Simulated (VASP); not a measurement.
Set up this calculation in VASP 6.6.1, as the native input.

```yaml
Task: single point
Functional: LDA
Potentials_or_basis: VASP PAW LDA potentials, release 64 (Te, Mo_sv)
Cutoff: 520 eV
k_mesh: 12 × 12 × 2
Occupations: gaussian, width 0.05 eV
Spin: no spin polarisation
Dipole_correction: no
Further_INCAR_settings: ALGO = Normal; EDIFF = 1e-06; NBANDS = 20
```

The structure of Te2Mo lies in POSCAR:

```
Te2Mo
1.0
    3.5602328140      0.0000000000      0.0000000000
   -1.7801164070      3.0832520603      0.0000000000
    0.0000000000      0.0000000000     17.5240578200
Te Mo
2 1
Direct
    0.3333333333      0.6666666667      0.8978554500
    0.3333333333      0.6666666667      0.1021445500
    0.0000000000      0.0000000000      0.0042798307
```

This cell differs from its parent crystal: all Mo atoms moved +0.075 Å, as atom 3 along Cartesian [0 0 1].

These files were run (other wordings do the same):

INCAR

```
SYSTEM = Te2Mo
PREC     = Accurate       ! precision mode
ENCUT    = 520            ! plane-wave cutoff, eV
EDIFF    = 1E-6           ! SCF threshold, eV
ISMEAR   = 0              ! smearing method
SIGMA    = 0.05           ! smearing width, eV
LREAL    = .FALSE.        ! projectors in reciprocal space
LASPH    = .TRUE.         ! aspherical terms in the spheres
NELM     = 60             ! most SCF steps
ALGO     = Normal         ! electronic algorithm
ISIF     = 2              ! what is computed and relaxed
LWAVE    = .FALSE.        ! write WAVECAR
LCHARG   = .TRUE.         ! write CHGCAR
GGA      = CA             ! functional
LELF     = .TRUE.         ! ELF
LVHAR    = .TRUE.       
NBANDS   = 20             ! bands
```

KPOINTS

```
Automatic mesh
0
G
  12 12 2
  0 0 0
```

Potentials or basis: VASP PAW LDA potentials, release 64 (Te, Mo_sv).

The run is started by

```bash
$ cat potpaw_LDA.64/Te/POTCAR potpaw_LDA.64/Mo_sv/POTCAR > POTCAR
$ mpirun -np 1 vasp_std > vasp.out
```

Results of the run:

| Quantity | Value |
| --- | --- |
| Largest force | 1.562 eV/Å |
| Band gap on the k mesh | 1.05 eV |

Caveat: the cell differs from its parent crystal (all Mo atoms moved +0.075 Å, as atom 3 along Cartesian [0 0 1]); spin-orbit coupling is left out, which moves the levels of the heavy elements.

Run time: 2.6 min on 1 thread of Intel(R) Xeon(R) 6975P-C (Granite Rapids) (shared host), peak memory 0.34 GiB.
